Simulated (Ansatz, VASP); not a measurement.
# Two plane-wave programs on HfN

Contents of POSCAR:

```
HfN
1.0
    0.0000000000      2.2558601243      2.2558601243
    2.2558601243      0.0000000000      2.2558601243
    2.2558601243      2.2558601243      0.0000000000
Hf N
1 1
Direct
    0.0000000000      0.0000000000      0.0000000000
    0.5000000000      0.5000000000      0.5000000000
```

Contents of INCAR.step1:

```
ALGO     = Normal         # electronic algorithm
EDIFF    = 1E-4           # SCF threshold, eV
ENCUT    = 600            # plane-wave cutoff, eV
GGA      = PE             # functional
ISMEAR   = 0              # smearing method
LASPH    = True           # aspherical terms in the spheres
LCHARG   = False          # write CHGCAR
LREAL    = False          # projectors in reciprocal space
LWAVE    = True           # write WAVECAR
NELM     = 60             # most SCF steps
PREC     = Accurate       # precision mode
SIGMA    = 0.1            # smearing width, eV
```

File INCAR.step2:

```
ALGO     = Normal         # electronic algorithm
EDIFF    = 1E-6           # SCF threshold, eV
EDIFFG   = -0.005         # ionic threshold
ENCUT    = 600            # plane-wave cutoff, eV
IBRION   = 2              # ionic algorithm
ISIF     = 3              # what is computed and relaxed
ISMEAR   = 0              # smearing method
ISTART   = 1            
LASPH    = True           # aspherical terms in the spheres
LCHARG   = False          # write CHGCAR
LMIXTAU  = True         
LREAL    = False          # projectors in reciprocal space
LWAVE    = False          # write WAVECAR
METAGGA  = R2SCAN         # meta-GGA
NELM     = 60             # most SCF steps
NSW      = 100            # ionic steps
PREC     = Accurate       # precision mode
SIGMA    = 0.1            # smearing width, eV
```

File KPOINTS:

```
k-points
0
Gamma
  16 16 16
```

Input for Ansatz:

```yaml
crystal:
  lattice:
    - [0.0, 2.2558601243, 2.2558601243]
    - [2.2558601243, 0.0, 2.2558601243]
    - [2.2558601243, 2.2558601243, 0.0]
  atoms:
    - { symbol: Hf, position: [0.0, 0.0, 0.0] }
    - { symbol: "N", position: [0.5, 0.5, 0.5] }
basis:
  ecutwfc: 500
kpoints:
  mp_grid: { grid: [16, 16, 16] }
hamiltonian:
  xc: r2scan
scf:
  occupations: { method: gaussian, width: 0.1 }
output:
  forces: true
  stress: true
  eigenvalues: true
  write_density: true
  write_potential: true
  elf: true
  volumetric_format: npy
relax:
  adjacent_minimum: "off"
  f_tol: 0.005
  max_steps: 80
  cell: { stress_tol: 0.05 }
```

Alike in both runs: task relaxation of cell and atoms; functional r2SCAN; k mesh 16 × 16 × 16; occupations gaussian, width 0.1 eV; no spin polarisation.

|  | VASP | Ansatz |
| --- | --- | --- |
| version | VASP 6.6.1 | Ansatz 0.2.0 |
| potentials or method | VASP PAW PBE potentials, release 64 (Hf_pv, N), cutoff 600 eV | scalar-relativistic, plane waves, PAW |
| valence electrons in the cell | 15 | 31 |

|  | VASP | Ansatz | Ansatz less VASP |
| --- | --- | --- | --- |
| gap on the k mesh at the Fermi level, each at its own relaxed structure (eV) | none | none | - |
| relaxed volume (Å³/atom) | 11.48 | 11.59 | +0.105 |
| relaxed cell length with the largest relative difference (Å) | 3.190 | 3.200 | +0.0097 |

VASP's potentials were made for PBE, not for r2SCAN. A gap of «none» marks a metal or a gap that the smearing closes. VASP's potentials hold 15 valence electrons a cell and Ansatz's 31, so a difference there can come from the potentials and not from the codes.

Neither program's run includes spin-orbit coupling. Noted on VASP's run: the relaxation stopped at its first step, so nothing moved.
